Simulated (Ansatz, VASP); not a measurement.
# Two plane-wave programs on ZnO

The input INCAR:

```
ALGO = Normal
EDIFF = 1E-7
ENCUT = 520
GGA = PE
ISIF = 2
ISMEAR = -1
LASPH = T
LCHARG = F
LREAL = F
LWAVE = F
NBANDS = 16
NELM = 80
PREC = Accurate
SIGMA = 0.02
```

The input KPOINTS:

```
k-points
0
Gamma
  10 10 10
```

The input POSCAR:

```
ZnO
1.0
    0.0000000000      2.2468602273      2.2468602273
    2.2468602273      0.0000000000      2.2468602273
    2.2468602273      2.2468602273      0.0000000000
Zn O
1 1
Direct
    0.0000000000      0.0000000000      0.0000000000
    0.5000000000      0.5000000000      0.5000000000
```

Input for Ansatz:

```yaml
crystal:
  lattice:
    - [0.0, 2.2468602273, 2.2468602273]
    - [2.2468602273, 0.0, 2.2468602273]
    - [2.2468602273, 2.2468602273, 0.0]
  atoms:
    - { symbol: Zn, position: [0.0, 0.0, 0.0] }
    - { symbol: O, position: [0.5, 0.5, 0.5] }
kpoints:
  mp_grid: { grid: [10, 10, 10] }
  band_path:
    path:
      - [0.0, 0.0, 0.0]
      - [0.5, 0.0, 0.5]
      - [0.625, 0.25, 0.625]
      - [0.375, 0.375, 0.75]
      - [0.5, 0.5, 0.5]
      - [0.5, 0.25, 0.75]
    npoints: 1
hamiltonian:
  xc: pbe
scf:
  occupations: { method: fermi_dirac, width: 0.02 }
  n_extra_bands: 4
output:
  forces: true
  stress: true
  eigenvalues: true
```

Change from the starting cell: hydrostatic strain +5.3%.

Alike in both runs: task single point; functional PBE; k mesh 10 × 10 × 10; occupations fermi-dirac, width 0.02 eV; no spin polarisation.

|  | VASP | Ansatz |
| --- | --- | --- |
| version | VASP 6.6.1 | Ansatz 0.2.0 |
| potentials or method | VASP PAW PBE potentials, release 64 (Zn, O) | plane waves, PAW |
| plane-wave cutoff (eV) | 520 | 420 |
| valence electrons in the cell | 18 | 18 |

Ansatz gave:

| Item | Value |
| --- | --- |
| pressure (GPa) | -14.3 |

Which values does VASP return?

Pressure (GPa): -13.8.
